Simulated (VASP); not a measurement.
## Sb: single point with r2SCAN

Sb:

```
CELL_PARAMETERS angstrom
2.76051 0.00000 0.00000
0.00000 2.76051 0.00000
0.00000 0.00000 4.14077
ATOMIC_POSITIONS crystal
Sb 0.00000 0.00000 0.00000
```

This cell differs from its parent crystal: ratio of the length along z to the lengths across it x 1.5, volume and fractional coordinates fixed.

* Program: VASP 6.6.1
* Task: single point
* Functional: r2SCAN
* Potentials or basis: VASP PAW PBE potentials, release 64 (Sb)
* Cutoff: 520 eV
* k mesh: 16 × 16 × 16
* Occupations: gaussian, width 0.15 eV
* Spin: no spin polarisation
* Dipole correction: no
* Further INCAR settings: ALGO = Normal; EDIFF = 1e-06; NBANDS = 8

```
Pressure               : 11.3 GPa
Band gap on the k mesh : zero (an odd number of electrons rules out a gap without spin polarisation)
```

Stress tensor (GPa, compression positive):
```
18.50  0.00  0.00
 0.00 18.50  0.00
 0.00  0.00 -3.03
```

Levels at points of the mesh, in eV from the Fermi level:
| k point | band 1 | band 2 | band 3 | band 4 | band 5 |
| --- | --- | --- | --- | --- | --- |
| (0.00, 0.00, 0.00) | -13.61 | -2.37 | 3.15 | 6.99 | 6.99 |
| (0.50, 0.00, 0.00) | -9.17 | -6.52 | 1.13 | 6.76 | 7.69 |
| (0.50, 0.50, 0.00) | -3.96 | -3.37 | -3.37 | 3.24 | 4.79 |
| (0.00, 0.00, 0.50) | -13.26 | -5.04 | 7.29 | 7.29 | 10.05 |
| (0.50, 0.00, 0.50) | -8.77 | -6.21 | -1.36 | 3.09 | 11.33 |
| (0.50, 0.50, 0.50) | -3.42 | -3.11 | -3.11 | 2.36 | 3.83 |

Wall time 5.6 min on 1 thread of Intel Xeon 8259CL (shared host), peak memory 0.23 GiB.

Caveat: the cell stands under pressure; the PAW data sets were made with another functional, which shifts forces and pressure a little; spin-orbit coupling is left out, which moves the levels of the heavy elements.
